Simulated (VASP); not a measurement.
A run of VASP 6.6.1 is set up as follows.

Contents of POSCAR:

```
Si2Ni
1.0
    0.0000000000      2.7030000000      2.7030000000
    2.7030000000      0.0000000000      2.7030000000
    2.7030000000      2.7030000000      0.0000000000
Ni Si
1 2
Direct
    0.0000000000      0.0000000000      0.0000000000
    0.7500000000      0.7500000000      0.7500000000
    0.2500000000      0.2500000000      0.2500000000
```

The input INCAR.step1:

```
  PREC = Accurate
  ENCUT = 520
  EDIFF = 1E-6
  ISMEAR = -1
  SIGMA = 0.05
  LREAL = F
  LASPH = T
  NELM = 150
  ALGO = Normal
  ISIF = 2
  LWAVE = F
  LCHARG = T
  ISPIN = 2
  MAGMOM = 1 0 0
  LMAXMIX = 4
  LDAU = T
  LDAUTYPE = 2
  LDAUL = 2 -1
  LDAUU = 4 0
  LDAUJ = 0 0
  LDAUPRINT = 1
  GGA = PS
  NBANDS = 20
```

File KPOINTS.step1:

```
Automatic mesh
0
Gamma
  9 9 9
```

Contents of INCAR.step2:

```
  PREC = Accurate
  ENCUT = 520
  EDIFF = 1E-6
  ISMEAR = -5
  SIGMA = 0.05
  LREAL = F
  LASPH = T
  NELM = 150
  ALGO = Normal
  ISIF = 2
  LWAVE = F
  LCHARG = F
  ISPIN = 2
  MAGMOM = 1 0 0
  LORBIT = 11
  LMAXMIX = 4
  LDAU = T
  LDAUTYPE = 2
  LDAUL = 2 -1
  LDAUU = 4 0
  LDAUJ = 0 0
  LDAUPRINT = 1
  GGA = PS
  NBANDS = 20
  NEDOS = 1001
  ICHARG = 11
```

KPOINTS.step2

```
Automatic mesh
0
Gamma
  14 14 14
```

Potentials or basis: VASP PAW PBE potentials, release 64 (Ni, Si).

Run with:

```console
$ cat potpaw_PBE.64/Ni/POTCAR potpaw_PBE.64/Si/POTCAR > POTCAR
$ cp INCAR.step1 INCAR
$ cp KPOINTS.step1 KPOINTS
$ mpirun -np 1 vasp_std > vasp.out
$ cp INCAR.step2 INCAR
$ cp KPOINTS.step2 KPOINTS
$ mpirun -np 1 vasp_std > vasp.out
```

(1) Predict the net moment.

## Answers

(1) 0.00 μB per cell.

Caveat: the moments typed at the start vanished in this run; the U is typed as a test and isn't derived for this compound.
